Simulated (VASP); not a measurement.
A run of VASP 6.6.1:

INCAR

```
ALGO = Normal ; DIPOL = 0.5 0.5 0.497
EDIFF = 1E-7 ; EDIFFG = -0.03
ENCUT = 520 ; GGA = PS
GGA_COMPAT = F ; IBRION = 2
IDIPOL = 3 ; ISIF = 2
ISMEAR = 0 ; ISPIN = 2
KPAR = 4 ; LASPH = T
LCHARG = F ; LDIPOL = T
LORBIT = 11 ; LREAL = F
LWAVE = F ; MAGMOM = 0 0 0 0 0 0 1 0
NELM = 200 ; NELMDL = -8
NELMIN = 4 ; NSW = 90
PREC = Accurate ; SIGMA = 0.05
```

The input KPOINTS:

```
k-points
0
Gamma
  9 9 1
```

The input POSCAR:

```
Si6HC
1.0
    3.8417168319      0.0000000000      0.0000000000
   -1.9208584160      3.3270243706      0.0000000000
    0.0000000000      0.0000000000     27.1576844809
Si C H
6 1 1
Selective dynamics
Direct
    0.3333333333      0.6666666667      0.3129869193  F F F
    0.0000000000      0.0000000000      0.3418622516  F F F
    0.0000000000      0.0000000000      0.4284882485  F F F
    0.6666666667      0.3333333333      0.4566423935  T T T
    0.6666666667      0.3333333333      0.5454578306  T T T
    0.3333333333      0.6666666667      0.5702784356  T T T
    0.3333333333      0.6666666667      0.6395037777  T T T
    0.3333333333      0.6666666667      0.6800079673  T T T
```

Potentials or basis: VASP PAW PBE potentials, release 64 (Si, C, H).

Launch:

```sh
$ cat potpaw_PBE.64/Si/POTCAR potpaw_PBE.64/C/POTCAR potpaw_PBE.64/H/POTCAR > POTCAR
$ mpirun -np 4 vasp_std > vasp.out
```

Hardware: 4 MPI ranks on Intel(R) Xeon(R) Platinum 8488C (Sapphire Rapids), with other jobs on the host.

How long does it take, and how much memory?

Wall time 27 min on 4 MPI ranks on Intel(R) Xeon(R) Platinum 8488C (Sapphire Rapids), with other jobs on the host, peak memory 0.74 GiB a rank. Counts: scf iterations 445, k points 12, ion steps 30.
